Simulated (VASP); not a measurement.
Runs of VASP 6.6.1 on CoO. The structure is tetragonal, space group I4/mmm (No. 139). Conventional cell: a = 3.016 Å, b = 3.016 Å, c = 4.214 Å, α = 90.00°, β = 90.00°, γ = 90.00°. Within 2.8 Å of Co (site symmetry 4/mmm) lie 6 O at 2.11 to 2.13 Å. Within 2.8 Å of O (site symmetry 4/mmm) lie 6 Co at 2.11 to 2.13 Å. 

```tsv
level	U	gap on the mesh (eV)	pressure (GPa)	moment (μB)
PBE+U	Co d U = 3.0 eV	none	0.8	3.00
PBE	-	none	-1.0	(a)
PBE+U	Co d U = 4.5 eV	none	0.3	3.00
PBE+U	Co d U = 6.0 eV	none	-0.4	3.00
PBE+U	Co d U = 1.5 eV	none	0.8	(b)
```

Alike in all rows: task single point; potentials or basis VASP PAW PBE potentials, release 64 (Co, O); spin collinear, ferromagnetic start; cell as given; k mesh 12 × 12 × 12; cutoff (eV) 600; smearing fermi-dirac 0.1 eV.

Q: Estimate the missing entries.

A: (a) 2.82; (b) 2.97.

Caveats: a cell with one magnetic atom can't hold antiferromagnetic order, which such compounds often take; the stress differs along the axes, from -5 to 3 GPa (at least some runs); semilocal functionals often make such compounds metallic where correlation or magnetic order opens a gap, which also shifts bond lengths (at least some runs); the stress differs along the axes, from -5 to 2 GPa (at least some runs); the stress differs along the axes, from -4 to 3 GPa (at least some runs).

A gap of «none» marks levels without a gap at the run's occupations.
